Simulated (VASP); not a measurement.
Write the native input for VASP 6.6.1 that does the following.

- Task: single point
- Functional: PBE
- Potentials or basis: VASP PAW PBE potentials, release 64 (Hf_pv, N)
- Cutoff: 520 eV
- k mesh: 16 × 16 × 16
- Occupations: fermi-dirac, width 0.15 eV
- Spin: no spin polarisation
- Dipole correction: no
- Further INCAR settings: ALGO = Normal; EDIFF = 1e-07; NBANDS = 14

The structure of HfN lies in POSCAR:

```
HfN
1.0
    0.0000000000      2.2631927098      2.2631927098
    2.2631927098      0.0000000000      2.2631927098
    2.2631927098      2.2631927098      0.0000000000
Hf N
1 1
Direct
    0.0000000000      0.0000000000      0.0000000000
    0.5000000000      0.5000000000      0.5000000000
```

The input as run:

INCAR

```
SYSTEM = HfN
ALGO = Normal
EDIFF = 1E-7
ENCUT = 520
GGA = PE
ISIF = 2
ISMEAR = -1
LASPH = .True.
LCHARG = .False.
LREAL = .False.
LWAVE = .False.
NBANDS = 14
NELM = 80
PREC = Accurate
SIGMA = 0.15
```

KPOINTS

```
k-points
0
Gamma
  16 16 16
  0 0 0
```

Potentials or basis: VASP PAW PBE potentials, release 64 (Hf_pv, N).

Launch:

```sh
$ cat potpaw_PBE.64/Hf_pv/POTCAR potpaw_PBE.64/N/POTCAR > POTCAR
$ mpirun -np 1 vasp_std > vasp.out
```

It gave:

The pressure is 1.6 GPa and the band gap on the k mesh is zero (an odd number of electrons rules out a gap without spin polarisation).

Caveat: spin-orbit coupling is left out, which moves the levels of the heavy elements; an odd number of electrons without spin polarisation forces a metal; a magnetic or distorted state may lie lower.

Wall time 23 s on 1 thread of AMD EPYC 9R45 96-Core Processor (Zen 5), on a shared host, peak memory 0.15 GiB.
